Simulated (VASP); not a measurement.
Mo3Pb:

```xyz
4
Lattice="-2.0354 2.0354 4.5467 2.0354 -2.0354 4.5467 2.0354 2.0354 -4.5467" Properties=species:S:1:pos:R:3 pbc="T T T"
Mo    0.0000    0.0000    4.5467
Mo    2.0354    0.0000    2.2733
Mo    0.0000    2.0354    2.2733
Pb    0.0000    0.0000    0.0000
```

* Program: VASP 6.6.1
* Task: relaxation of cell and atoms
* Functional: PBE
* Potentials or basis: VASP PAW PBE potentials, release 64 (Mo_sv, Pb_d)
* Cutoff: 600 eV
* k mesh: 6 × 6 × 6
* Occupations: gaussian, width 0.1 eV
* Spin: no spin polarisation

At the start: pressure -11.9 GPa; volume 18.84 Å³/atom.

Where does the relaxation end?

Over 10 steps the energy falls by 63.4 meV/atom and the volume is 17.51 Å³/atom (-7.1 %); space group I4/mmm (No. 139, to 0.05 Å).

Step by step:
```csv
step,energy change (eV),largest force (eV/Å),pressure (GPa),volume (Å³)
1,0.0000,0.0000,-11.95,75.35
2,0.6775,0.0000,36.79,61.04
3,-0.2184,0.0000,-0.38,70.20
4,-0.2188,0.0000,0.14,70.01
5,-0.2188,0.0000,0.43,69.91
6,-0.2389,0.0000,0.49,69.86
7,-0.2521,0.0000,0.72,69.77
8,-0.2529,0.0000,0.82,69.74
9,-0.2486,0.0000,-2.08,70.79
10,-0.2536,0.0000,0.00,70.03
```

Final structure:
```cif
data_structure
_symmetry_space_group_name_H-M 'P 1'
_symmetry_Int_Tables_number 1
_cell_length_a 5.1369
_cell_length_b 5.1369
_cell_length_c 5.1369
_cell_angle_alpha 133.532
_cell_angle_beta 133.532
_cell_angle_gamma 67.820
_cell_volume 70.03
loop_
_atom_site_label
_atom_site_type_symbol
_atom_site_fract_x
_atom_site_fract_y
_atom_site_fract_z
_atom_site_occupancy
Mo1 Mo 0.50000 0.50000 0.00000 1
Mo2 Mo 0.25000 0.75000 0.50000 1
Mo3 Mo 0.75000 0.25000 0.50000 1
Pb1 Pb 0.00000 0.00000 0.00000 1
```

Caveat: the k points lie up to 0.37 Å⁻¹ apart in the final cell.
